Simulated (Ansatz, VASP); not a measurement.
# HfN: VASP beside Ansatz

Contents of INCAR:

```
SYSTEM = HfN
PREC = Accurate ; ENCUT = 520
EDIFF = 1E-6 ; ISMEAR = -1
SIGMA = 0.03 ; LREAL = .False.
LASPH = .True. ; NELM = 80
ALGO = Normal ; ISIF = 2
LWAVE = .False. ; LCHARG = .True.
GGA = PE ; LELF = .True.
LVHAR = .True. ; NBANDS = 14
```

Contents of KPOINTS:

```
regular mesh
0
Gamma
  10 10 10
  0 0 0
```

POSCAR

```
HfN
1.0
    0.0000000000      2.2438384694      2.2438384694
    2.2438384694      0.0000000000      2.2438384694
    2.2438384694      2.2438384694      0.0000000000
Hf N
1 1
Direct
    0.0000000000      0.0000000000      0.0000000000
    0.5000000000      0.5000000000      0.5000000000
```

Input for Ansatz:

```yaml
crystal:
  lattice:
    - [0.0, 2.2438384694, 2.2438384694]
    - [2.2438384694, 0.0, 2.2438384694]
    - [2.2438384694, 2.2438384694, 0.0]
  atoms:
    - { symbol: Hf, position: [0.0, 0.0, 0.0] }
    - { symbol: "N", position: [0.5, 0.5, 0.5] }
kpoints:
  mp_grid: { grid: [10, 10, 10] }
scf:
  occupations: { method: fermi_dirac, width: 0.03 }
hamiltonian:
  xc: pbe
  pseudopotentials: { kind: all_electron, lapw: { basis_error: 0.001 } }
output:
  forces: true
  stress: true
  eigenvalues: true
```

Change from the starting cell: volume scaled by 0.98.

Alike in both runs: task single point; functional PBE; k mesh 10 × 10 × 10; occupations fermi-dirac, width 0.03 eV; no spin polarisation.

```csv
,VASP,Ansatz
version,VASP 6.6.1,Ansatz 0.2.0
potentials or method,"VASP PAW PBE potentials, release 64 (Hf_pv, N), cutoff 520 eV","all-electron LAPW, scalar-relativistic"
```

|  | VASP | Ansatz | Ansatz less VASP |
| --- | --- | --- | --- |
| pressure (GPa) | 9.0 | 11.5 | +2.51 |

Ansatz ran all-electron here, and VASP with PAW potentials.

Spin-orbit coupling is off throughout.
